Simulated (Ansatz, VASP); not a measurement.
# ZrB2 in VASP and in Ansatz

```
Zr B
1.0
     1.44284    0.83303    4.35776
    -1.44284    0.83303    4.35776
     0.00000   -1.66605    4.35776
Zr B
1 2
Direct
  0.00000 0.00000 0.00000
  0.75000 0.75000 0.75000
  0.25000 0.25000 0.25000
```

Alike in both runs: task single point; functional PBE; k mesh 9 × 9 × 9; occupations gaussian, width 0.1 eV; no spin polarisation.

|  | VASP | Ansatz |
| --- | --- | --- |
| version | VASP 6.6.1 | Ansatz 0.2.0 |
| potentials or method | VASP PAW PBE potentials, release 64 (Zr_sv, B), cutoff 520 eV | scalar-relativistic, plane waves, PAW |
| valence electrons in the cell | 18 | 18 |

VASP gave:

* gap on the k mesh at the Fermi level (eV): none
* rms of the force components (eV/Å): 3.416

Which values does Ansatz return?

gap on the k mesh at the Fermi level (eV): none; rms of the force components (eV/Å): 3.407.

Atom by atom the forces differ by 0.009 eV/Å (rms over components). A gap of «none» marks a metal or a gap that the smearing closes.
